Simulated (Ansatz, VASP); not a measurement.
## One calculation of TiB2, two programs

File INCAR:

```
PREC = Accurate
ENCUT = 520
EDIFF = 1E-6
ISMEAR = -1
SIGMA = 0.1
LREAL = False
LASPH = True
NELM = 80
ALGO = Normal
ISIF = 2
LWAVE = False
LCHARG = False
GGA = PE
NBANDS = 16
```

Contents of KPOINTS:

```
regular mesh
0
Gamma
  4 4 3
```

POSCAR

```
TiB2
1.0
    3.0292000000      0.0000000000      0.0000000000
   -1.5146000000      2.6233640000      0.0000000000
    0.0000000000      0.0000000000      3.2284000000
Ti B
1 2
Direct
    0.0000000000      0.0000000000      0.0000000000
    0.3333333333      0.6666666667      0.5000000000
    0.6666666667      0.3333333333      0.5000000000
```

Input for Ansatz:

```yaml
crystal:
  lattice:
    - [3.0292, 0.0, 0.0]
    - [-1.5146, 2.623364, 0.0]
    - [0.0, 0.0, 3.2284]
  atoms:
    - { symbol: Ti, position: [0.0, 0.0, 0.0] }
    - { symbol: B, position: [0.3333333333333333, 0.6666666666666666, 0.5] }
    - { symbol: B, position: [0.6666666666666666, 0.3333333333333333, 0.5] }
basis:
  ecutwfc: 550.0
kpoints:
  mp_grid:
    grid: [4, 4, 3]
scf:
  occupations:
    method: fermi_dirac
    width: 0.1
output:
  stress: true
```

Alike in both runs: task single point; functional PBE; k mesh 4 × 4 × 3; occupations fermi-dirac, width 0.1 eV; no spin polarisation.

|  | VASP | Ansatz |
| --- | --- | --- |
| version | VASP 6.6.1 | Ansatz 0.2.0 |
| potentials or method | VASP PAW PBE potentials, release 64 (Ti_sv, B), cutoff 520 eV | plane waves, PAW |
| valence electrons in the cell | 18 | 18 |

Ansatz gave:

```
pressure (GPa)                                                : 0.6
traceless stress, the component that is largest in VASP (GPa) : 0.64
```

Problem. Estimate VASP's values.

Solution. Pressure (GPa): 0.7; traceless stress, the component that is largest in VASP (GPa): 0.66.

The k mesh is coarse, so the values compare programs but aren't converged.
